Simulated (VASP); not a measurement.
Set up this calculation in VASP 6.6.1, as the native input.

- Task: single point
- Functional: PBE
- Potentials or basis: VASP PAW PBE potentials, release 64 (Hf_pv, Nb_sv, F)
- Cutoff: 600 eV
- k mesh: 8 × 8 × 8
- Occupations: gaussian, width 0.1 eV
- Spin: no spin polarisation
- Dipole correction: no
- Further INCAR settings: ALGO = Normal; EDIFF = 1e-06; NBANDS = 36

The structure of HfNb3F lies in POSCAR:

```
HfNb3F
1.0
    4.4122734971      0.0000000000      0.0000000000
    0.0000000000      4.4122734971      0.0000000000
    0.0000000000      0.0000000000      4.4122734971
Hf Nb F
1 3 1
Direct
    0.0000000000      0.0000000000      0.0000000000
    0.0000000000      0.5000000000      0.5000000000
    0.5000000000      0.0000000000      0.5000000000
    0.5000000000      0.5000000000      0.0000000000
    0.5000000000      0.5000000000      0.5000000000
```

One way to write it, as run:

INCAR

```
SYSTEM = HfNb3F
PREC = Accurate
ENCUT = 600
EDIFF = 1E-6
ISMEAR = 0
SIGMA = 0.1
LREAL = .FALSE.
LASPH = .TRUE.
NELM = 120
ALGO = Normal
ISIF = 2
LWAVE = .FALSE.
LCHARG = .FALSE.
GGA = PE
NBANDS = 36
GGA_COMPAT = .FALSE.
```

KPOINTS

```
Automatic mesh
0
G
  8 8 8
  0 0 0
```

Potentials or basis: VASP PAW PBE potentials, release 64 (Hf_pv, Nb_sv, F).

The run is started by

```console
$ cat potpaw_PBE.64/Hf_pv/POTCAR potpaw_PBE.64/Nb_sv/POTCAR potpaw_PBE.64/F/POTCAR > POTCAR
$ mpirun -np 1 vasp_std > vasp.out
```

Results of the run:

- Pressure: -0.4 GPa
- Band gap on the k mesh: zero (band 28 reaches 9.80 eV, above the bottom of band 29 at 8.86 eV)

Caveat: spin-orbit coupling is left out, which moves the levels of the heavy elements.

Wall time 97 s on 1 thread of AMD EPYC 9R45 96-Core Processor (Zen 5), on a shared host, peak memory 0.25 GiB.
